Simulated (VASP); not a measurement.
# Fe (Im-3m) in VASP: further runs, part 3 of 3

VASP 6.6.1. The steps go on from the part before.

## Step 6: Single point, b88 exchange, pbe correlation, collinear spin, ferromagnetic start

This run uses another cell than the first one, of 12.50 Å³/atom.

INCAR

```
  PREC = Accurate
  ENCUT = 600
  EDIFF = 1E-6
  ISMEAR = -1
  SIGMA = 0.05
  LREAL = F
  LASPH = T
  NELM = 200
  ALGO = Normal
  ISIF = 2
  LWAVE = F
  LCHARG = T
  ISPIN = 2
  MAGMOM = 3
  LORBIT = 11
  LMAXMIX = 4
  GGA = LIBXC
  LIBXC1 = GGA_X_B88
  LIBXC2 = GGA_C_PBE
  LELF = T
  LVHAR = T
  NBANDS = 14
  GGA_COMPAT = F
```

KPOINTS

```
Automatic mesh
0
Gamma
  13 13 13
```

POSCAR

```
Fe
1.0
   -1.4619890197      1.4619890197      1.4619890197
    1.4619890197     -1.4619890197      1.4619890197
    1.4619890197      1.4619890197     -1.4619890197
Fe
1
Direct
    0.0000000000      0.0000000000      0.0000000000
```

Potentials or basis: VASP PAW PBE potentials, release 64 (Fe).

On the command line:

```sh
$ cat potpaw_PBE.64/Fe/POTCAR > POTCAR
$ mpirun -np 1 vasp_std > vasp.out
```

OUTCAR:

```text
PREC = Accurate
   ENCUT = 600
   EDIFF = 1E-6
   ISMEAR = -1
   LREAL = F
   LASPH = T
   NELM = 200
   ISIF = 2
   ISPIN = 2
   LORBIT = 11
   GGA = LIBXC

 ion  position               nearest neighbor table
   1  0.000  0.000  0.000-

  LATTYP: Found a body centered cubic cell.
 ALAT       =     2.9239780394

  Lattice vectors:

 A1 = (  -1.4619890197,   1.4619890197,   1.4619890197)
 A2 = (   1.4619890197,  -1.4619890197,   1.4619890197)
 A3 = (   1.4619890197,   1.4619890197,  -1.4619890197)

Analysis of symmetry for initial positions (statically):
=====================================================================
 Subroutine PRICEL returns:
 Original cell was already a primitive cell.

 Routine SETGRP: Setting up the symmetry group for a
 body centered cubic supercell.

 Subroutine GETGRP returns: Found 48 space group operations
 (whereof 48 operations were pure point group operations)
 out of a pool of 48 trial point group operations.

The static configuration has the point symmetry O_h .

Analysis of symmetry for dynamics (positions and initial velocities):
=====================================================================
 Subroutine PRICEL returns:
 Original cell was already a primitive cell.

 Routine SETGRP: Setting up the symmetry group for a
 body centered cubic supercell.

 Subroutine GETGRP returns: Found 48 space group operations
 (whereof 48 operations were pure point group operations)
 out of a pool of 48 trial point group operations.

The dynamic configuration has the point symmetry O_h .

Analysis of structural, dynamic, and magnetic symmetry:
=====================================================================
 Subroutine PRICEL returns:
 Original cell was already a primitive cell.

 Routine SETGRP: Setting up the symmetry group for a
 body centered cubic supercell.

 Subroutine GETGRP returns: Found 48 space group operations
 (whereof 48 operations were pure point group operations)
 out of a pool of 48 trial point group operations.

The overall configuration has the point symmetry O_h .

 Subroutine INISYM returns: Found 48 space group operations
[... 159 lines left out ...]
      7      28.9784      0.00000
      8      28.9784      0.00000
      9      28.9784      0.00000
     10      33.4788      0.00000
     11      33.4788      0.00000
     12      35.0572      0.00000
     13      35.0572      0.00000
     14      35.0572      0.00000
[... 379 lines left out ...]
      3       2.3174      1.00000
      4       3.6844      1.00000
      5       3.8161      1.00000
      6       4.8004      0.59243
      7      17.3216      0.00000
      8      21.3876      0.00000
      9      22.7331      0.00000
     10      30.4065      0.00000
     11      33.7811      0.00000
     12      36.1404      0.00000
     13      37.9193      0.00000
     14      41.0324      0.00000

 [... further k-points ...]

 spin component 2

 k-point     1 :       0.0000    0.0000    0.0000
  band No.  band energies     occupation
      1      -2.8408      1.00000
      2       4.8229      0.48118
      3       4.8230      0.48069
      4       4.8230      0.48066
      5       6.6361      0.00000
      6       6.6362      0.00000
      7      28.6922      0.00000
      8      28.6922      0.00000
      9      28.6922      0.00000
     10      33.6466      0.00000
     11      33.6466      0.00000
     12      35.9402      0.00000
     13      35.9412      0.00000
     14      35.9428      0.00000
[... 379 lines left out ...]
      3       4.1136      1.00000
      4       6.4624      0.00000
      5       6.7433      0.00000
      6       7.0140      0.00000
      7      18.1194      0.00000
      8      21.7963      0.00000
      9      23.5010      0.00000
     10      30.4389      0.00000
     11      34.3931      0.00000
     12      36.4174      0.00000
     13      38.2451      0.00000
     14      41.5496      0.00000

 [... further k-points ...]

------------------------ aborting loop because EDIFF is reached ----------------------------------------

  FORCE on cell =-STRESS in cart. coord.  units (eV):
  Direction    XX          YY          ZZ          XY          YZ          ZX
  --------------------------------------------------------------------------------------
  -------------------------------------------------------------------------------------
  Total       -1.0030058     -1.0030058     -1.0030058     -0.0000000     -0.0000000     -0.0000000
  in kB     -128.5646918   -128.5646918   -128.5646918     -0.0000000     -0.0000000     -0.0000000
  external PRESSURE =    -128.5646918 kB  Pullay stress =       0.0000000 kB

 VOLUME and BASIS-vectors are now :
 -----------------------------------------------------------------------------
  energy-cutoff  :      600.00
  volume of cell :       12.50
      direct lattice vectors                 reciprocal lattice vectors
    -1.461989020  1.461989020  1.461989020     0.000000000  0.341999833  0.341999833
     1.461989020 -1.461989020  1.461989020     0.341999833  0.000000000  0.341999833
     1.461989020  1.461989020 -1.461989020     0.341999833  0.341999833  0.000000000

 POSITION                                       TOTAL-FORCE (eV/Angst)
 -----------------------------------------------------------------------------------
      0.00000      0.00000      0.00000        -0.000000      0.000000      0.000000
 -----------------------------------------------------------------------------------
    total drift:                                0.000000     -0.000000      0.000000

  FREE ENERGIE OF THE ION-ELECTRON SYSTEM (eV)
  ---------------------------------------------------
  free  energy   TOTEN  =        -8.0789573273 eV

  energy  without entropy=       -8.0682191286  energy(sigma->0) =       -8.07358823

 total charge

# of ion       s       p       d       tot
------------------------------------------
    1        0.450   0.457   6.188   7.095

 magnetization (x)

# of ion       s       p       d       tot
------------------------------------------
    1       -0.014  -0.052   2.505   2.439
```

Wall time 19 s (1 thread of Intel Xeon 6975P-C (Granite Rapids), shared host); peak memory 0.14 GiB.

What came out:

```yaml
Free_energy: -8.0790 eV
Pressure: -12.9 GPa
Net_moment: 2.43 μB per cell
Site_moments: Fe +2.44 μB
Valence_electrons_inside_the_program's_atomic_spheres: Fe 7.09
```

Caveat: the cell stands under tension; the PAW data sets were made with another functional, which shifts forces and pressure a little.

## Step 7: The runs side by side

```csv
cell,gap on the mesh (eV),pressure (GPa),moment (μB)
"a = 2.466 Å, angles 109.5°, 1 atom",none,-4.5,2.15
"a = 2.483 Å, angles 109.5°, 1 atom",none,-7.7,2.20
"a = 2.499 Å, angles 109.5°, 1 atom",none,-9.6,2.27
"a = 2.516 Å, angles 109.5°, 1 atom",none,-11.5,2.35
"a = 2.532 Å, angles 109.5°, 1 atom",none,-12.9,2.43
```

Alike in all rows: task single point; level b88 exchange, pbe correlation; potentials or basis VASP PAW PBE potentials, release 64 (Fe); spin collinear, ferromagnetic start; k mesh 13 × 13 × 13; cutoff (eV) 600; smearing fermi-dirac 0.05 eV.

Caveats: the cell stands under tension; the PAW data sets were made with another functional, which shifts forces and pressure a little.

Absolute energies hang on the potentials; compare differences alone.
